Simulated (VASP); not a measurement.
# NaI (Fm-3m) in VASP: notebook

Runs on NaI. Level: LDA. Tasks: single point.

All numbers are computed with VASP 6.6.1; they aren't measurements. Logs are shortened: lines on timing, memory, paths and dates and some standing lists are left out, and cuts for length are marked.

### Step 1. The cell of the first run

Symmetry: Fm-3m, No. 225, cubic system. Conventional cell: a = 6.263 Å, b = 6.263 Å, c = 6.263 Å, α = 90.00°, β = 90.00°, γ = 90.00°. Within 4.1 Å of Na (site symmetry m-3m) lie 6 I at 3.13 Å. I (site symmetry m-3m) has 6 Na at 3.13 Å within 4.1 Å.

### Step 2. Single point, LDA

Contents of INCAR:

```
SYSTEM = NaI
  ALGO = Normal
  EDIFF = 1E-6
  ENCUT = 520
  ISIF = 2
  ISMEAR = 0
  LASPH = .True.
  LCHARG = .False.
  LREAL = .False.
  LWAVE = .False.
  NBANDS = 14
  NELM = 100
  PREC = Accurate
  SIGMA = 0.02
```

Contents of KPOINTS:

```
k-points
0
Gamma
  6 6 6
  0 0 0
```

Contents of POSCAR:

```
NaI
1.0
    0.0000000000      3.1312689560      3.1312689560
    3.1312689560      0.0000000000      3.1312689560
    3.1312689560      3.1312689560      0.0000000000
Na I
1 1
Direct
    0.0000000000      0.0000000000      0.0000000000
    0.5000000000      0.5000000000      0.5000000000
```

Potentials or basis: VASP PAW LDA potentials, release 64 (Na_pv, I).

Command:

```bash
$ cat potpaw_LDA.64/Na_pv/POTCAR potpaw_LDA.64/I/POTCAR > POTCAR
$ mpirun -np 1 vasp_std > vasp.out
```

OUTCAR:

```text
SYSTEM = NaI
   EDIFF = 1E-6
   ENCUT = 520
   ISIF = 2
   ISMEAR = 0
   LASPH = .True.
   LREAL = .False.
   NELM = 100
   PREC = Accurate

 ion  position               nearest neighbor table
   1  0.000  0.000  0.000-   2 3.13   2 3.13   2 3.13   2 3.13   2 3.13   2 3.13
   2  0.500  0.500  0.500-   1 3.13   1 3.13   1 3.13   1 3.13   1 3.13   1 3.13

  LATTYP: Found a face centered cubic cell.
 ALAT       =     6.2625379120

  Lattice vectors:

 A1 = (   0.0000000000,   3.1312689560,   3.1312689560)
 A2 = (   3.1312689560,   0.0000000000,   3.1312689560)
 A3 = (   3.1312689560,   3.1312689560,   0.0000000000)

Analysis of symmetry for initial positions (statically):
=====================================================================
 Subroutine PRICEL returns:
 Original cell was already a primitive cell.

 Routine SETGRP: Setting up the symmetry group for a
 face centered cubic supercell.

 Subroutine GETGRP returns: Found 48 space group operations
 (whereof 48 operations were pure point group operations)
 out of a pool of 48 trial point group operations.

The static configuration has the point symmetry O_h .

Analysis of symmetry for dynamics (positions and initial velocities):
=====================================================================
 Subroutine PRICEL returns:
 Original cell was already a primitive cell.

 Routine SETGRP: Setting up the symmetry group for a
 face centered cubic supercell.

 Subroutine GETGRP returns: Found 48 space group operations
 (whereof 48 operations were pure point group operations)
 out of a pool of 48 trial point group operations.

The dynamic configuration has the point symmetry O_h .

 Subroutine INISYM returns: Found 48 space group operations
 (whereof 48 operations are pure point group operations),
 and found     1 'primitive' translations

----------------------------------------------------------------------------------------

                                     Primitive cell

  volume of cell :      61.4032

  direct lattice vectors                    reciprocal lattice vectors
     0.000000000  3.131268956  3.131268956    -0.159679672  0.159679672  0.159679672
     3.131268956  0.000000000  3.131268956     0.159679672 -0.159679672  0.159679672
     3.131268956  3.131268956  0.000000000     0.159679672  0.159679672 -0.159679672

  length of vectors
     4.428283025  4.428283025  4.428283025     0.276573305  0.276573305  0.276573305

  position of ions in fractional coordinates (direct lattice)
     0.000000000  0.000000000  0.000000000
     0.500000000  0.500000000  0.500000000

  ion indices of the primitive-cell ions
   primitive index   ion index
                 1           1
                 2           2

----------------------------------------------------------------------------------------

 KPOINTS: k-points

Automatic generation of k-mesh.
 Grid dimensions read from file:
 generate k-points for:    6    6    6

 Generating k-lattice:

  Cartesian coordinates                     Fractional coordinates (reciprocal lattice)
    -0.026613279  0.026613279  0.026613279     0.166666667  0.000000000  0.000000000
     0.026613279 -0.026613279  0.026613279     0.000000000  0.166666667  0.000000000
     0.026613279  0.026613279 -0.026613279     0.000000000  0.000000000  0.166666667

  Length of vectors
     0.046095551  0.046095551  0.046095551

  Shift w.r.t. Gamma in fractional coordinates (k-lattice)
     0.000000000  0.000000000  0.000000000

 Subroutine IBZKPT returns following result:
 ===========================================

 Found     16 irreducible k-points:

 Following reciprocal coordinates:
            Coordinates               Weight
  0.000000  0.000000  0.000000      1.000000
  0.166667  0.000000  0.000000      8.000000
  0.333333  0.000000  0.000000      8.000000
  0.500000  0.000000  0.000000      4.000000
  0.166667  0.166667  0.000000      6.000000
  0.333333  0.166667  0.000000     24.000000
[... 8 lines left out ...]
 -0.333333  0.333333  0.166667     24.000000
 -0.333333  0.500000  0.166667     12.000000
   k-points           NKPTS =     16   k-points in BZ     NKDIM =     16   number of bands    NBANDS=     14
   number of dos      NEDOS =    301   number of ions     NIONS =      2
   total plane-waves  NPLWV =  46656
   dimension x,y,z NGX =    36 NGY =   36 NGZ =   36
   dimension x,y,z NGXF=    72 NGYF=   72 NGZF=   72
   ions per type =               1   1
   NGX,Y,Z   is equivalent  to a cutoff of  13.52, 13.52, 13.52 a.u.
   NGXF,Y,Z  is equivalent  to a cutoff of  27.03, 27.03, 27.03 a.u.
 SYSTEM =  NaI
   PREC   = accura    normal or accurate (medium, high low for compatibility)
   ISTART =      0    job   : 0-new  1-cont  2-samecut
   ICHARG =      2    charge: 1-file 2-atom 10-const
   ISPIN  =      1    spin polarized calculation?
   LNONCOLLINEAR =      F non collinear calculations
   LSORBIT =      F    spin-orbit coupling
   LASPH  =      T    aspherical Exc in radial PAW
   ENCUT  =  520.0 eV  38.22 Ry    6.18 a.u.   8.23  8.23  8.23*2*pi/ulx,y,z
   NELM   =    100;   NELMIN=  2; NELMDL= -5     # of ELM steps
   EDIFF  = 0.1E-05   stopping-criterion for ELM
   LREAL  =      F    real-space projection
   EDIFFG = 0.1E-04   stopping-criterion for IOM
   NSW    =      0    number of steps for IOM
   IBRION =     -1    ionic relax: 0-MD 1-quasi-New 2-CG
   NFREE  =      0    steps in history (QN), initial steepest desc. (CG)
   ISIF   =      2    stress and relaxation
   ISYM   =      2    0-nonsym 1-usesym 2-fastsym
   POTIM  = 0.5000    time-step for ionic-motion
   TEBEG  =    0.0;   TEEND  =   0.0 temperature during run
   PSTRESS=    0.0 pullay stress
   NELECT =      14.0000    total number of electrons
   NUPDOWN=      -1.0000    fix difference up-down
   EMIN   =  10.00;   EMAX   =-10.00  energy-range for DOS
   EFERMI =   0.00;   METHOD = LEGACY
   ISMEAR =     0;   SIGMA  =   0.02  broadening in eV -4-tet -1-fermi 0-gaus
   EFERMI_NEDOS =   21; number of points for ismear=-14 and -15
   IALGO  =     38    algorithm
   IMIX   =      4    mixing-type and parameters
     AMIX     =   0.40;   BMIX     =  1.00
     AMIX_MAG =   1.60;   BMIX_MAG =  1.00
  volume/ion in A,a.u.               =      30.70       207.18
  Fermi-wavevector in a.u.,A,eV,Ry     =   1.000124  1.889960 13.609198  1.000248
  Thomas-Fermi vector in A             =   2.132460
   LORBIT       =      0    0 simple, 1 ext, 2 COOP (PROOUT), +10 PAW based schemes
   GGA     = CA    functional components
   LHFCALC =     F    Hartree Fock is set to
   AEXX    =    0.0000 exact exchange contribution
   IVDW    =     0    specifies the selected vdW correction
   LEPSILON=     F    determine dielectric tensor
   LRPA    =     F    only Hartree local field effects (RPA)
 non-spin polarized calculation
 Gauss-broadening in eV      SIGMA  =   0.02
  energy-cutoff  :      520.00
  volume of cell :       61.40
 maximum number of plane-waves:      1676
 NGX is ok and might be reduce to    36
   NGX = 17   NGY = 17   NGZ = 17

 number of electron      13.9999995 magnetization

 Free energy of the ion-electron system (eV)
  ---------------------------------------------------
  ext. energy  EPLUGINS =         0.00000000
  ---------------------------------------------------
  free energy    TOTEN  =        -6.01683915 eV

  energy without entropy =       -6.01683915  energy(sigma->0) =       -6.01683915

 E-fermi :   1.5433     XC(G=0):  -8.5016

 val. band max:        1.3600699174   @ k =   0.0000   0.0000   0.0000
 cond. band min:       4.9901696466   @ k =   0.0000   0.0000   0.0000
 fundamental gap:      3.6300997292
 Fermi energy:         1.5433473348

 k-point     1 :       0.0000    0.0000    0.0000
  band No.  band energies     occupation
      1     -20.9478      2.00000
      2     -20.9478      2.00000
      3     -20.9478      2.00000
      4     -10.0036      2.00000
      5       1.3601      2.00000
      6       1.3601      2.00000
      7       1.3601      2.00000
      8       4.9902      0.00000
      9       9.1513      0.00000
     10       9.1513      0.00000
     11       9.1513      0.00000
     12      11.1860      0.00000
     13      11.1860      0.00000
     14      11.6180      0.00000

 k-point     2 :       0.1667    0.0000    0.0000
  band No.  band energies     occupation
      1     -20.9502      2.00000
      2     -20.9480      2.00000
      3     -20.9480      2.00000
      4      -9.9049      2.00000
      5       0.4612      2.00000
      6       1.2641      2.00000
      7       1.2641      2.00000
      8       5.8780      0.00000
      9       8.6857      0.00000
     10       9.3828      0.00000
     11       9.3828      0.00000
     12      10.6262      0.00000
     13      10.6262      0.00000
     14      12.2324      0.00000

 k-point     3 :       0.3333    0.0000    0.0000
  band No.  band energies     occupation
      1     -20.9549      2.00000
      2     -20.9482      2.00000
      3     -20.9482      2.00000
      4      -9.6921      2.00000
      5      -0.7669      2.00000
      6       1.0871      2.00000
      7       1.0871      2.00000
      8       6.3361      0.00000
      9       8.9842      0.00000
     10       8.9842      0.00000
     11       9.6512      0.00000
     12      11.5015      0.00000
     13      11.7268      0.00000
     14      11.7268      0.00000
[... 188 lines left out ...]
 k-point    15 :      -0.3333    0.3333    0.1667
  band No.  band energies     occupation
      1     -20.9544      2.00000
      2     -20.9516      2.00000
      3     -20.9498      2.00000
      4      -9.4930      2.00000
      5      -0.7276      2.00000
      6      -0.0813      2.00000
      7       0.5560      2.00000
      8       7.3557      0.00000
      9       7.9390      0.00000
     10       9.3023      0.00000
     11       9.9350      0.00000
     12      11.9176      0.00000
     13      13.4136      0.00000
     14      14.7482      0.00000

 k-point    16 :      -0.3333    0.5000    0.1667
  band No.  band energies     occupation
      1     -20.9537      2.00000
      2     -20.9517      2.00000
      3     -20.9509      2.00000
      4      -9.4674      2.00000
      5      -0.6699      2.00000
      6       0.0029      2.00000
      7       0.2637      2.00000
      8       6.6702      0.00000
      9       7.6549      0.00000
     10      10.0660      0.00000
     11      10.0899      0.00000
     12      13.2916      0.00000
     13      14.1232      0.00000
     14      14.4421      0.00000

------------------------ aborting loop because EDIFF is reached ----------------------------------------

  FORCE on cell =-STRESS in cart. coord.  units (eV):
  Direction    XX          YY          ZZ          XY          YZ          ZX
  --------------------------------------------------------------------------------------
  -------------------------------------------------------------------------------------
  Total        0.0058699      0.0058699      0.0058699      0.0000000     -0.0000000     -0.0000000
  in kB        0.1531624      0.1531624      0.1531624      0.0000000     -0.0000000     -0.0000000
  external PRESSURE =       0.1531624 kB  Pullay stress =       0.0000000 kB

 VOLUME and BASIS-vectors are now :
 -----------------------------------------------------------------------------
  energy-cutoff  :      520.00
  volume of cell :       61.40
      direct lattice vectors                 reciprocal lattice vectors
     0.000000000  3.131268956  3.131268956    -0.159679672  0.159679672  0.159679672
     3.131268956  0.000000000  3.131268956     0.159679672 -0.159679672  0.159679672
     3.131268956  3.131268956  0.000000000     0.159679672  0.159679672 -0.159679672

 POSITION                                       TOTAL-FORCE (eV/Angst)
 -----------------------------------------------------------------------------------
      0.00000      0.00000      0.00000         0.000000      0.000000     -0.000000
      3.13127      3.13127      3.13127        -0.000000     -0.000000      0.000000
 -----------------------------------------------------------------------------------
    total drift:                                0.000000      0.000000      0.000000

  FREE ENERGIE OF THE ION-ELECTRON SYSTEM (eV)
  ---------------------------------------------------
  free  energy   TOTEN  =        -6.0168391485 eV

  energy  without entropy=       -6.0168391485  energy(sigma->0) =       -6.01683915
```

It took 22 s on 1 thread of Intel Xeon 8259CL, shared host; peak memory 0.17 GiB.

What came out:

- Free energy: -6.0168 eV
- Pressure: 0.0 GPa
- Band gap on the k mesh: 3.63 eV

Caveat: spin-orbit coupling is left out, which moves the levels of the heavy elements. As with any semilocal functional, this LDA gap is likely too small.

### Step 3. Single point, LDA

Contents of INCAR:

```
ALGO     = Normal         # electronic algorithm
EDIFF    = 1E-6           # SCF threshold, eV
ENCUT    = 520            # plane-wave cutoff, eV
GGA      = CA             # functional
ISIF     = 2              # what is computed and relaxed
ISMEAR   = 0              # smearing method
LASPH    = T              # aspherical terms in the spheres
LCHARG   = F              # write CHGCAR
LREAL    = F              # projectors in reciprocal space
LWAVE    = F              # write WAVECAR
NBANDS   = 14             # bands
NELM     = 60             # most SCF steps
PREC     = Accurate       # precision mode
SIGMA    = 0.02           # smearing width, eV
```

Contents of KPOINTS:

```
k-points
0
Gamma
  6 6 6
```

POSCAR is that of step 2.

Potentials or basis: VASP PAW LDA potentials, release 64 (Na_pv, I).

Command:

```bash
$ cat potpaw_LDA.64/Na_pv/POTCAR potpaw_LDA.64/I/POTCAR > POTCAR
$ mpirun -np 1 vasp_std > vasp.out
```

Wall time 16 s (1 thread of Intel Xeon 8259CL, shared host); peak memory 0.17 GiB.

Results (log left out):

| Quantity | Value |
| --- | --- |
| Free energy | -6.0168 eV |
| Pressure | 0.0 GPa |
| Band gap on the k mesh | 3.63 eV |

Levels at points of the mesh, in eV from the valence-band top:
```csv
k point,band 5,band 6,band 7,band 8,band 9,band 10
"(0.00, 0.00, 0.00)",0.00,0.00,0.00,3.63,7.79,7.79
"(0.50, 0.00, 0.00)",-2.63,-0.36,-0.36,4.89,7.36,7.36
"(0.50, 0.50, 0.00)",-2.30,-0.91,-0.91,4.33,5.18,10.27
```

Caveat: spin-orbit coupling is left out, which moves the levels of the heavy elements.
